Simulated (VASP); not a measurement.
# SiC2 (F222) in VASP: relaxation of cell and atoms with PBE

Aim: the relaxation of cell and atoms of SiC2 with PBE.

All numbers are computed with VASP 6.6.1; they aren't measurements. Logs are shortened: lines on timing, memory, paths and dates and some standing lists are left out, and cuts for length are marked.

## Step 1: The cell of the first run

The structure is orthorhombic, space group F222 (No. 22). Conventional cell: a = 3.488 Å, b = 4.893 Å, c = 7.338 Å, α = 90.00°, β = 90.00°, γ = 90.00°. Si (site symmetry 222) has 4 C at 1.89 Å within 2.5 Å. Within 1.8 Å of C (site symmetry 2) lie 1 C at 1.37 Å.

## Step 2: Relaxation of cell and atoms, PBE

The input, INCAR:

```
SYSTEM = SiC2
ALGO = Normal
EDIFF = 1E-7
EDIFFG = -0.01
ENCUT = 600
GGA = PE
IBRION = 2
ISIF = 3
ISMEAR = 0
LASPH = .True.
LCHARG = .False.
LREAL = .False.
LWAVE = .False.
NELM = 80
NSW = 100
PREC = Accurate
SIGMA = 0.1
```

The input, KPOINTS:

```
k-points
0
Gamma
  18 18 18
  0 0 0
```

The input, POSCAR:

```
SiC2
1.0
    0.0000000000      2.4465762452      3.6688105595
    1.7440789994      0.0000000000      3.6688105595
    1.7440789994      2.4465762452      0.0000000000
Si C
1 2
Direct
    0.5000000000      0.5000000000      0.5000000000
    0.3430440429      0.3430440429      0.1569559571
    0.1569559571      0.1569559571      0.3430440429
```

Potentials or basis: VASP PAW PBE potentials, release 64 (Si, C).

Launch:

```console
$ cat potpaw_PBE.64/Si/POTCAR potpaw_PBE.64/C/POTCAR > POTCAR
$ mpirun -np 1 vasp_std > vasp.out
```

OUTCAR:

```text
SYSTEM = SiC2
   EDIFF = 1E-7
   EDIFFG = -0.01
   ENCUT = 600
   GGA = PE
   IBRION = 2
   ISIF = 3
   ISMEAR = 0
   LASPH = .True.
   LREAL = .False.
   NELM = 80
   NSW = 100
   PREC = Accurate

 ion  position               nearest neighbor table
   1  0.500  0.500  0.500-   3 1.89   3 1.89   2 1.89   2 1.89
   2  0.343  0.343  0.157-   3 1.37   1 1.89   1 1.89
   3  0.157  0.157  0.343-   2 1.37   1 1.89   1 1.89

  LATTYP: Found a face centered orthorhombic cell.
 ALAT       =     3.4881579988
 B/A-ratio  =     1.4027898083
 C/A-ratio  =     2.1035804919

  Lattice vectors:

 A1 = (   0.0000000000,   2.4465762452,   3.6688105595)
 A2 = (   1.7440789994,   0.0000000000,   3.6688105595)
 A3 = (   1.7440789994,   2.4465762452,   0.0000000000)

Analysis of symmetry for initial positions (statically):
=====================================================================
 Subroutine PRICEL returns:
 Original cell was already a primitive cell.

 Routine SETGRP: Setting up the symmetry group for a
 face centered orthorhombic supercell.

 Subroutine GETGRP returns: Found  4 space group operations
 (whereof  4 operations were pure point group operations)
 out of a pool of  8 trial point group operations.

The static configuration has the point symmetry D_2 .

Analysis of symmetry for dynamics (positions and initial velocities):
=====================================================================
 Subroutine PRICEL returns:
 Original cell was already a primitive cell.

 Routine SETGRP: Setting up the symmetry group for a
 face centered orthorhombic supercell.

 Subroutine GETGRP returns: Found  4 space group operations
 (whereof  4 operations were pure point group operations)
 out of a pool of  8 trial point group operations.

The dynamic configuration has the point symmetry D_2 .

 Subroutine INISYM returns: Found  4 space group operations
 (whereof  4 operations are pure point group operations),
 and found     1 'primitive' translations

----------------------------------------------------------------------------------------

                                     Primitive cell

  volume of cell :      31.3098

  direct lattice vectors                    reciprocal lattice vectors
     0.000000000  2.446576245  3.668810559    -0.286684262  0.204367226  0.136283951
     1.744078999  0.000000000  3.668810559     0.286684262 -0.204367226  0.136283951
     1.744078999  2.446576245  0.000000000     0.286684262  0.204367226 -0.136283951

  length of vectors
     4.409751268  4.062263221  3.004587639     0.377527673  0.377527673  0.377527673

  position of ions in fractional coordinates (direct lattice)
     0.500000000  0.500000000  0.500000000
     0.343044043  0.343044043  0.156955957
     0.156955957  0.156955957  0.343044043

  ion indices of the primitive-cell ions
   primitive index   ion index
                 1           1
                 2           2
                 3           3

----------------------------------------------------------------------------------------

 KPOINTS: k-points

Automatic generation of k-mesh.
 Grid dimensions read from file:
 generate k-points for:   18   18   18

 Generating k-lattice:

  Cartesian coordinates                     Fractional coordinates (reciprocal lattice)
    -0.015926903  0.011353735  0.007571331     0.055555556 -0.000000000  0.000000000
     0.015926903 -0.011353735  0.007571331    -0.000000000  0.055555556  0.000000000
     0.015926903  0.011353735 -0.007571331     0.000000000  0.000000000  0.055555556

  Length of vectors
     0.020973760  0.020973760  0.020973760

  Shift w.r.t. Gamma in fractional coordinates (k-lattice)
     0.000000000  0.000000000  0.000000000

 Subroutine IBZKPT returns following result:
 ===========================================

 Found    865 irreducible k-points:

 Following reciprocal coordinates:
            Coordinates               Weight
  0.000000  0.000000  0.000000      1.000000
  0.055556 -0.000000 -0.000000      8.000000
  0.111111 -0.000000 -0.000000      8.000000
  0.166667  0.000000  0.000000      8.000000
  0.222222  0.000000 -0.000000      8.000000
  0.277778 -0.000000 -0.000000      8.000000
[... 16 lines left out ...]
 -0.277778  0.055556  0.000000      8.000000
 -0.222222  0.055556  0.000000      8.000000
 [... further k-points ...]
   k-points           NKPTS =    865   k-points in BZ     NKDIM =    865   number of bands    NBANDS=     10
   number of dos      NEDOS =    301   number of ions     NIONS =      3
   total plane-waves  NPLWV =  27648
   dimension x,y,z NGX =    36 NGY =   32 NGZ =   24
   dimension x,y,z NGXF=    72 NGYF=   64 NGZF=   48
   ions per type =               1   2
   NGX,Y,Z   is equivalent  to a cutoff of  13.57, 13.10, 13.28 a.u.
   NGXF,Y,Z  is equivalent  to a cutoff of  27.14, 26.19, 26.56 a.u.
 SYSTEM =  SiC2
   PREC   = accura    normal or accurate (medium, high low for compatibility)
   ISTART =      0    job   : 0-new  1-cont  2-samecut
   ICHARG =      2    charge: 1-file 2-atom 10-const
   ISPIN  =      1    spin polarized calculation?
   LNONCOLLINEAR =      F non collinear calculations
   LSORBIT =      F    spin-orbit coupling
   LASPH  =      T    aspherical Exc in radial PAW
   ENCUT  =  600.0 eV  44.10 Ry    6.64 a.u.   8.81  8.11  6.00*2*pi/ulx,y,z
   NELM   =     80;   NELMIN=  2; NELMDL= -5     # of ELM steps
   EDIFF  = 0.1E-06   stopping-criterion for ELM
   LREAL  =      F    real-space projection
   EDIFFG = -.1E-01   stopping-criterion for IOM
   NSW    =    100    number of steps for IOM
   IBRION =      2    ionic relax: 0-MD 1-quasi-New 2-CG
   NFREE  =      1    steps in history (QN), initial steepest desc. (CG)
   ISIF   =      3    stress and relaxation
   ISYM   =      2    0-nonsym 1-usesym 2-fastsym
   POTIM  = 0.5000    time-step for ionic-motion
   TEBEG  =    0.0;   TEEND  =   0.0 temperature during run
   PSTRESS=    0.0 pullay stress
   NELECT =      12.0000    total number of electrons
   NUPDOWN=      -1.0000    fix difference up-down
   EMIN   =  10.00;   EMAX   =-10.00  energy-range for DOS
   EFERMI =   0.00;   METHOD = LEGACY
   ISMEAR =     0;   SIGMA  =   0.10  broadening in eV -4-tet -1-fermi 0-gaus
   EFERMI_NEDOS =   21; number of points for ismear=-14 and -15
   IALGO  =     38    algorithm
   IMIX   =      4    mixing-type and parameters
     AMIX     =   0.40;   BMIX     =  1.00
     AMIX_MAG =   1.60;   BMIX_MAG =  1.00
  volume/ion in A,a.u.               =      10.44        70.43
  Fermi-wavevector in a.u.,A,eV,Ry     =   1.189164  2.247195 19.240157  1.414112
  Thomas-Fermi vector in A             =   2.325278
   LORBIT       =      0    0 simple, 1 ext, 2 COOP (PROOUT), +10 PAW based schemes
   GGA     = PE    functional components
   LHFCALC =     F    Hartree Fock is set to
   AEXX    =    0.0000 exact exchange contribution
   IVDW    =     0    specifies the selected vdW correction
   LEPSILON=     F    determine dielectric tensor
   LRPA    =     F    only Hartree local field effects (RPA)
 conjugate gradient relaxation of ions
 non-spin polarized calculation
 Gauss-broadening in eV      SIGMA  =   0.10
  energy-cutoff  :      600.00
  volume of cell :       31.31
 maximum number of plane-waves:      1063
   NGX = 17   NGY = 17   NGZ = 13

--------------------------------------- Ionic step        1  -------------------------------------------

 number of electron      12.0000000 magnetization

 Free energy of the ion-electron system (eV)
  ---------------------------------------------------
  ext. energy  EPLUGINS =         0.00000000
  ---------------------------------------------------
  free energy    TOTEN  =       -21.97565236 eV

  energy without entropy =      -21.97204254  energy(sigma->0) =      -21.97384745

------------------------ aborting loop because EDIFF is reached ----------------------------------------

  FORCE on cell =-STRESS in cart. coord.  units (eV):
  Direction    XX          YY          ZZ          XY          YZ          ZX
  --------------------------------------------------------------------------------------
  -------------------------------------------------------------------------------------
  Total       -0.0633816      0.0149653      0.0154101      0.0000000      0.0000000      0.0000000
  in kB       -3.2433508      0.7657991      0.7885624      0.0000000      0.0000000      0.0000000
  external PRESSURE =      -0.5629964 kB  Pullay stress =       0.0000000 kB
[... 92 lines left out ...]
  FREE ENERGIE OF THE ION-ELECTRON SYSTEM (eV)
  ---------------------------------------------------
  free  energy   TOTEN  =       -21.9757011081 eV

  energy  without entropy=      -21.9720979870  energy(sigma->0) =      -21.97389955

[... ionic steps 4 to 8 ...]

--------------------------------------- Ionic step        9  -------------------------------------------

 number of electron      12.0000000 magnetization

------------------------ aborting loop because EDIFF is reached ----------------------------------------
[... 69 lines left out ...]
--------------------------------------- Ionic step       11  -------------------------------------------

 number of electron      12.0000000 magnetization

 Free energy of the ion-electron system (eV)
  ---------------------------------------------------
  ext. energy  EPLUGINS =         0.00000000
  ---------------------------------------------------
  free energy    TOTEN  =       -21.97591052 eV

  energy without entropy =      -21.97240584  energy(sigma->0) =      -21.97415818

 E-fermi :   7.1508     XC(G=0): -10.9641

 val. band max:        7.1489601234   @ k =   0.1111   0.0000   0.0556
 cond. band min:       7.1509180811   @ k =  -0.1111   0.0000   0.1111
 fundamental gap:      0.0019579577
 Fermi energy:         7.1507998028

 k-point     1 :       0.0000    0.0000    0.0000
  band No.  band energies     occupation
      1      -9.6706      2.00000
      2      -2.1394      2.00000
      3      -1.2031      2.00000
      4       4.3521      2.00000
      5       4.9594      2.00000
      6       7.8045      0.00000
      7       8.0695      0.00000
      8      11.1338      0.00000
      9      13.1599      0.00000
     10      16.6006      0.00000
[... 287 lines left out ...]
 k-point    24 :      -0.2222    0.0556    0.0000
  band No.  band energies     occupation
      1      -8.7353      2.00000
      2      -2.5487      2.00000
      3      -0.6116      2.00000
      4       2.0208      2.00000
      5       4.3395      2.00000
      6       5.0651      2.00000
      7       8.0724      0.00000
      8      12.5217      0.00000
      9      14.4132      0.00000
     10      15.2770      0.00000

 [... further k-points ...]

------------------------ aborting loop because EDIFF is reached ----------------------------------------

  FORCE on cell =-STRESS in cart. coord.  units (eV):
  Direction    XX          YY          ZZ          XY          YZ          ZX
  --------------------------------------------------------------------------------------
  -------------------------------------------------------------------------------------
  Total        0.0001277      0.0003781      0.0103507      0.0000000      0.0000000      0.0000000
  in kB        0.0065542      0.0194011      0.5311761      0.0000000      0.0000000      0.0000000
  external PRESSURE =       0.1857105 kB  Pullay stress =       0.0000000 kB
[... 18 lines left out ...]
  FREE ENERGIE OF THE ION-ELECTRON SYSTEM (eV)
  ---------------------------------------------------
  free  energy   TOTEN  =       -21.9759105227 eV

  energy  without entropy=      -21.9724058387  energy(sigma->0) =      -21.97415818

 reached required accuracy - stopping structural energy minimisation
```

Run time: 10 min. Hardware: 1 thread of Intel Xeon 6975P-C (Granite Rapids), shared host; peak memory 0.45 GiB.

What came out:

```yaml
Free_energy: -21.9759 eV
Relaxed_volume: 10.41 Å³/atom
Relaxed_cell: a = 4.414 Å, b = 4.056 Å, c = 3.006 Å, α = 75.74°, β = 62.96°, γ = 41.30°
Space_group_after_relaxing_to_0.1_Å: F222 (No. 22)
Energy_gained_by_relaxing: 0.1 meV/atom
Ionic_steps: 11
Pressure_after_relaxing: 0.0 GPa
Largest_force_after_relaxing: 0.006 eV/Å
Band_gap_on_the_k_mesh: zero (bands 6 and 7 overlap by 3.79 eV)
```

Forces on the atoms (eV/Å):
```
Si   0.000  0.000  0.000
C    0.000  0.000 -0.006
C    0.000  0.000  0.006
```

The path:
```
step  energy change (eV)  largest force (eV/Å)  pressure (GPa)  volume (Å³)
   1              0.0000                0.0557           -0.06        31.31
   2              0.0004                0.1979           -0.33        31.29
   3              0.0000                0.0085           -0.13        31.31
   4             -0.0001                0.0095            0.09        31.27
   5             -0.0001                0.0099            0.14        31.26
   6             -0.0002                0.0052            0.10        31.26
   7             -0.0002                0.0084           -0.05        31.26
   8             -0.0002                0.0113           -0.07        31.26
   9             -0.0002                0.0467           -0.15        31.24
  10             -0.0002                0.0169           -0.11        31.25
  11             -0.0003                0.0059            0.02        31.22
```

Final structure:
```xyz
3
Lattice="0.0000 2.4557 3.6675 1.7333 0.0000 3.6675 1.7333 2.4557 0.0000" Properties=species:S:1:pos:R:3 pbc="T T T"
Si    1.7333    2.4557    3.6675
C     0.8666    1.2279    2.5169
C     0.8666    1.2279    1.1506
```

Levels at points of the mesh, in eV from the Fermi level:
```tsv
k point	band 4	band 5	band 6	band 7	band 8	band 9
(0.00, 0.00, 0.00)	-2.80	-2.19	0.65	0.92	3.98	6.01
(0.50, 0.00, 0.00)	-6.59	-3.12	-1.70	1.46	5.15	5.50
(0.50, 0.50, 0.00)	-3.46	-3.10	2.37	2.93	3.68	6.65
(0.50, 0.00, 0.50)	-7.17	-4.52	-1.34	-0.58	2.88	3.95
(0.00, 0.50, 0.50)	-6.87	-4.45	-3.95	2.22	2.29	6.16
```
